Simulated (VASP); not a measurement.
Input of a VASP 6.6.1 run:

INCAR

```
SYSTEM = ZrC
PREC = Accurate ; ENCUT = 520
EDIFF = 1E-8 ; ISMEAR = -1
SIGMA = 0.03 ; LREAL = .FALSE.
LASPH = .TRUE. ; NELM = 100
ALGO = Normal ; ISIF = 2
LWAVE = .FALSE. ; LCHARG = .FALSE.
GGA = PE ; LEFG = .TRUE.
NBANDS = 15
```

KPOINTS

```
Automatic mesh
0
G
  11 11 11
  0 0 0
```

File POSCAR:

```
ZrC
1.0
    0.0000000000      2.4936637911      2.4936637911
    2.4936637911      0.0000000000      2.4936637911
    2.4936637911      2.4936637911      0.0000000000
Zr C
1 1
Direct
    0.0000000000      0.0000000000      0.0000000000
    0.2500000000      0.2500000000      0.2500000000
```

Potentials or basis: VASP PAW PBE potentials, release 64 (Zr_sv, C).

Run with:

```console
$ cat potpaw_PBE.64/Zr_sv/POTCAR potpaw_PBE.64/C/POTCAR > POTCAR
$ mpirun -np 1 vasp_std > vasp.out
```

Predict the pressure.

10.2 GPa.

Estimate the band gap on the k mesh.

0.53 eV, indirect (least direct gap 0.55 eV).

Caveat: without QUAD_EFG the Cq values of the log hold for a quadrupole moment of 1 mb, not for the nuclei. A k mesh can miss the band edges.
